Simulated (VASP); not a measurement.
Wanted: the native input for a VASP 6.6.1 run.

* Task: single point
* Functional: PBE
* Potentials or basis: VASP PAW PBE potentials, release 64 (Ta_pv, O)
* Cutoff: 520 eV
* k mesh: 1 × 1 × 1
* Occupations: gaussian, width 0.1 eV
* Spin: no spin polarisation
* Dipole correction: no
* Further INCAR settings: ALGO = Normal; EDIFF = 1e-06; NBANDS = 33

The structure of Ta4O lies in POSCAR:

```
Ta4O
1.0
    3.2320470291     -0.0152481768      0.0288595295
   -0.0152481768      3.2607564900     -0.0239794059
    0.0656424534     -0.0545423666      7.3830922482
Ta O
4 1
Direct
    0.0557881040      0.0175980815      0.4959207976
    0.5099888585      0.4844793375      0.7830196518
    0.4958958890      0.5104955771      0.2247411169
    0.0271957279      0.0119959521     -0.0099535760
    0.4860972249      0.4512680640      0.5148622201
```

These files were run (other wordings do the same):

INCAR

```
SYSTEM = Ta4O
PREC = Accurate
ENCUT = 520
EDIFF = 1E-6
ISMEAR = 0
SIGMA = 0.1
LREAL = .FALSE.
LASPH = .TRUE.
NELM = 60
ALGO = Normal
ISIF = 2
LWAVE = .FALSE.
LCHARG = .FALSE.
GGA = PE
NBANDS = 33
```

KPOINTS

```
regular mesh
0
G
  1 1 1
  0 0 0
```

Potentials or basis: VASP PAW PBE potentials, release 64 (Ta_pv, O).

The run is started by

```bash
$ cat potpaw_PBE.64/Ta_pv/POTCAR potpaw_PBE.64/O/POTCAR > POTCAR
$ mpirun -np 1 vasp_gam > vasp.out
```

It gave:

```
Pressure               : 8.9 GPa
Largest force          : 5.357 eV/Å
Band gap on the k mesh : 0.04 eV
```

Caveat: the k points lie up to 1.94 Å⁻¹ apart; spin-orbit coupling is left out, which moves the levels of the heavy elements; forces of over 1 eV/Å act on the atoms, so gaps and moduli don't describe the material at rest.

Wall time 7.2 s on 1 thread of Intel(R) Xeon(R) 6975P-C (Granite Rapids), on a shared host, peak memory 0.16 GiB.
